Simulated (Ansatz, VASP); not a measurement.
# Two plane-wave programs on NiO

The input POSCAR:

```
NiO
1.0
    0.0000000000      2.0943165011      2.0943165011
    2.0943165011      0.0000000000      2.0943165011
    2.0943165011      2.0943165011      0.0000000000
Ni O
1 1
Direct
    0.0000000000      0.0000000000      0.0000000000
    0.5000000000      0.5000000000      0.5000000000
```

INCAR.step1

```
SYSTEM = NiO
PREC = Accurate ; ENCUT = 520
ISMEAR = 0 ; SIGMA = 0.05
LREAL = .False. ; LASPH = .True.
NELM = 60 ; NBANDS = 15
GGA = PE ; ALGO = Normal
EDIFF = 1E-4 ; LWAVE = .True.
LCHARG = .False.
```

The input INCAR.step2:

```
SYSTEM = NiO
PREC = Accurate ; ENCUT = 520
EDIFF = 1E-7 ; ISMEAR = 0
SIGMA = 0.05 ; LREAL = .False.
LASPH = .True. ; NELM = 60
ALGO = Normal ; ISIF = 2
LWAVE = .False. ; LCHARG = .True.
METAGGA = R2SCAN ; LMIXTAU = .True.
LELF = .True. ; LVHAR = .True.
NBANDS = 15 ; ISTART = 1
```

The input KPOINTS:

```
regular mesh
0
Gamma
  14 14 14
  0 0 0
```

Input for Ansatz:

```yaml
crystal:
  lattice:
    - [0.0, 2.0943165011, 2.0943165011]
    - [2.0943165011, 0.0, 2.0943165011]
    - [2.0943165011, 2.0943165011, 0.0]
  atoms:
    - { symbol: Ni, position: [0.0, 0.0, 0.0] }
    - { symbol: O, position: [0.5, 0.5, 0.5] }
basis:
  ecutwfc: 500
  ecutrho_ratio: 4
kpoints:
  mp_grid: { grid: [14, 14, 14] }
hamiltonian:
  xc: r2scan
scf:
  occupations: { method: gaussian, width: 0.05 }
output:
  forces: true
  stress: true
  eigenvalues: true
```

Alike in both runs: task single point; functional r2SCAN; k mesh 14 × 14 × 14; occupations gaussian, width 0.05 eV; no spin polarisation.

|  | VASP | Ansatz |
| --- | --- | --- |
| version | VASP 6.6.1 | Ansatz 0.2.0 |
| potentials or method | VASP PAW PBE potentials, release 64 (Ni, O), cutoff 520 eV | scalar-relativistic, plane waves, PAW |
| valence electrons in the cell | 16 | 24 |

|  | VASP | Ansatz | Ansatz less VASP |
| --- | --- | --- | --- |
| gap on the k mesh at the Fermi level (eV) | none | none | - |
| pressure (GPa) | -11.4 | -11.8 | -0.40 |

VASP's potentials were made for PBE, not for r2SCAN. A gap of «none» marks a metal or a gap that the smearing closes. VASP's potentials hold 16 valence electrons a cell and Ansatz's 24, so a difference there can come from the potentials and not from the codes.
